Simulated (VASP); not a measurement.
ScAl4As:

```
Sc Al As
1.0
     0.00000    4.52080    4.52080
     4.52080    0.00000    4.52080
     4.52080    4.52080    0.00000
Sc Al As
1 4 1
Cartesian
  4.5208 4.5208 4.5208
  5.4205 8.1419 5.4205
  8.1419 8.1419 8.1419
  8.1419 5.4205 5.4205
  5.4205 5.4205 8.1419
  6.7812 6.7812 6.7812
```

```yaml
Program: VASP 6.6.1
Task: relaxation of cell and atoms
Functional: PBE
Potentials_or_basis: VASP PAW PBE potentials, release 64 (Sc_sv, Al, As)
Cutoff: 600 eV
k_mesh: 8 × 8 × 8
Occupations: gaussian, width 0.1 eV
Spin: no spin polarisation
```

At the start: pressure 0.3 GPa; volume 30.80 Å³/atom.

Question: How do energy, volume and symmetry change on relaxing?

Answer: Over 11 steps the energy falls by 5.2 meV/atom and the volume is 31.01 Å³/atom (+0.7 %); space group F-43m (No. 216, to 0.05 Å).

The path:
```
step  energy change (eV)  largest force (eV/Å)  pressure (GPa)  volume (Å³)
   1              0.0000                0.0012            0.31       184.79
   2             -0.0309                0.0163           -0.05       186.36
   3             -0.0309                0.0162           -0.04       186.36
   4             -0.0309                0.0149           -0.01       186.18
   5             -0.0309                0.0148           -0.01       186.15
   6             -0.0306                0.0101            0.14       185.47
   7             -0.0309                0.0146           -0.02       186.10
   8             -0.0308                0.0121            0.08       185.78
   9             -0.0309                0.0145            0.01       186.03
  10             -0.0309                0.0146            0.02       186.06
  11             -0.0309                0.0044            0.02       186.09
```

Final structure:
```
Sc Al As
1.0
     0.00000    4.53135    4.53135
     4.53135    0.00000    4.53135
     4.53135    4.53135    0.00000
Sc Al As
1 4 1
Direct
  0.50000 0.50000 0.50000
  0.90053 0.29840 0.90053
  0.90053 0.90053 0.90053
  0.29840 0.90053 0.90053
  0.90053 0.90053 0.29840
  0.75000 0.75000 0.75000
```
